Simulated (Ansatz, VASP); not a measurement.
## Al27N26 in VASP and in Ansatz

```
Al N
1.0
     6.60476    0.00000    6.60476
     6.60476    6.60476    0.00000
     0.00000    6.60476    6.60476
Al N
27 26
Direct
  0.33365 0.33365 0.99906
  0.33414 0.66637 0.99975
  0.33414 0.99975 0.99975
  0.66637 0.33414 0.99975
  0.66670 0.66670 0.99989
  0.66637 0.99975 0.99975
  0.99975 0.33414 0.99975
  0.99975 0.66637 0.99975
  0.00000 0.00000 0.00000
  0.33365 0.33365 0.33365
  0.33379 0.66621 0.33379
  0.33365 0.99906 0.33365
  0.66621 0.33379 0.33379
  0.66621 0.66621 0.33379
  0.66637 0.99975 0.33414
  0.99906 0.33365 0.33365
  0.99975 0.66637 0.33414
  0.99975 0.99975 0.33414
  0.33379 0.33379 0.66621
  0.33379 0.66621 0.66621
  0.33414 0.99975 0.66637
  0.66621 0.33379 0.66621
  0.66670 0.66670 0.66670
  0.66670 0.99989 0.66670
  0.99975 0.33414 0.66637
  0.99989 0.66670 0.66670
  0.99975 0.99975 0.66637
  0.24981 0.58398 0.24981
  0.24981 0.91640 0.24981
  0.58398 0.24981 0.24981
  0.58333 0.58333 0.25001
  0.58398 0.91640 0.24981
  0.91640 0.24981 0.24981
  0.91640 0.58398 0.24981
  0.91659 0.91659 0.25024
  0.24981 0.24981 0.58398
  0.25001 0.58333 0.58333
  0.24981 0.91640 0.58398
  0.58333 0.25001 0.58333
  0.58333 0.58333 0.58333
  0.58368 0.91632 0.58368
  0.91640 0.24981 0.58398
  0.91632 0.58368 0.58368
  0.91632 0.91632 0.58368
  0.24981 0.24981 0.91640
  0.24981 0.58398 0.91640
  0.25024 0.91659 0.91659
  0.58398 0.24981 0.91640
  0.58368 0.58368 0.91632
  0.58368 0.91632 0.91632
  0.91659 0.25024 0.91659
  0.91632 0.58368 0.91632
  0.91659 0.91659 0.91659
```

Change from the starting cell: N vacancy (site c), charge +0, atoms relaxed at the host's cell.

Alike in both runs: functional PBE; k mesh 1 × 1 × 1; occupations gaussian, width 0.01 eV; collinear spin.

Ansatz relaxed the structure, and its values are those at the end. VASP's run is a single point on that final structure, the one shown.

```csv
,VASP,Ansatz
version,VASP 6.6.1,Ansatz 0.2.0
potentials or method,"VASP PAW PBE potentials, release 64 (Al, N), cutoff 520 eV","scalar-relativistic, plane waves, PAW"
valence electrons in the cell,211,211
```

|  | VASP | Ansatz | Ansatz less VASP |
| --- | --- | --- | --- |
| rms of the force components (eV/Å) | 0.006 | 0.006 | -0.0003 |
| net moment per atom (μB) | 0.02 | 0.02 | 0.000 |
